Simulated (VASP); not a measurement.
**MgNi3C: relaxation of volume and atoms at fixed shape with LDA**

The system is MgNi3C.

```
Mg Ni C
1.0
     3.80890    0.00000    0.00000
     0.00000    3.80890    0.00000
     0.00000    0.00000    3.80890
Mg Ni C
1 3 1
Direct
  0.00000 0.00000 0.00000
  0.00000 0.50000 0.50000
  0.50000 0.00000 0.50000
  0.50000 0.50000 0.00000
  0.50000 0.50000 0.50000
```

```yaml
Program: VASP 6.6.1
Task: relaxation of volume and atoms at fixed shape
Functional: LDA
Potentials_or_basis: VASP PAW LDA potentials, release 64 (Mg, Ni, C)
Cutoff: 600 eV
k_mesh: 5 × 5 × 5
Occupations: methfessel-paxton, width 0.05 eV
Spin: collinear spin, ferromagnetic start
Starting_moments: "[0.0, 1.5, 1.5, 1.5, 0.0] μB"
Dipole_correction: no
Further_INCAR_settings: ALGO = Normal; EDIFF = 1e-07; IBRION = 2; EDIFFG = -0.01; NSW = 80; ISIF = 8
```

```yaml
Relaxed_volume: 10.40 Å³/atom
Relaxed_cell: a = 3.732 Å, b = 3.732 Å, c = 3.732 Å, α = 90.00°, β = 90.00°, γ = 90.00°
Space_group_after_relaxing_to_0.05_Å: Pm-3m (No. 221)
Energy_gained_by_relaxing: 24.1 meV/atom
Ionic_steps: 3
Pressure_after_relaxing: -0.1 GPa
Net_moment: 0.66 μB per cell
Site_moments: Mg +0.00; Ni +0.20; C +0.05 μB
Valence_electrons_inside_the_program's_atomic_spheres: Mg 0.43; Ni 9.63; C 2.44
```

Step by step:
| step | energy change (eV) | largest force (eV/Å) | pressure (GPa) | volume (Å³) |
| --- | --- | --- | --- | --- |
| 1 | 0.0000 | 0.0000 | -11.09 | 55.26 |
| 2 | -0.0271 | 0.0000 | 11.99 | 49.36 |
| 3 | -0.1205 | 0.0000 | -0.10 | 51.99 |

Final structure:
```
Mg Ni C
1.0
     3.73238    0.00000    0.00000
     0.00000    3.73238    0.00000
     0.00000    0.00000    3.73238
Mg Ni C
1 3 1
Direct
  0.00000 0.00000 0.00000
  0.00000 0.50000 0.50000
  0.50000 0.00000 0.50000
  0.50000 0.50000 0.00000
  0.50000 0.50000 0.50000
```

Levels at points of the mesh, in eV from the Fermi level:
Spin up:
```csv
k point,band 16,band 17,band 18,band 19,band 20,band 21,band 22,band 23
"(0.00, 0.00, 0.00)",-0.93,-0.93,-0.93,-0.62,3.59,5.28,5.28,5.45
```
Spin down:
```
           k point  band 16  band 17  band 18  band 19  band 20  band 21
(0.00, 0.00, 0.00)    -0.69    -0.69    -0.69    -0.44     3.72     5.36
```

Run time: 57 s on 1 thread of AMD EPYC 9R14 (Zen 4), with other jobs on the host, peak memory 0.15 GiB.

LDA usually gives volumes a few per cent too small. Zero-point motion and thermal expansion aren't in these numbers.
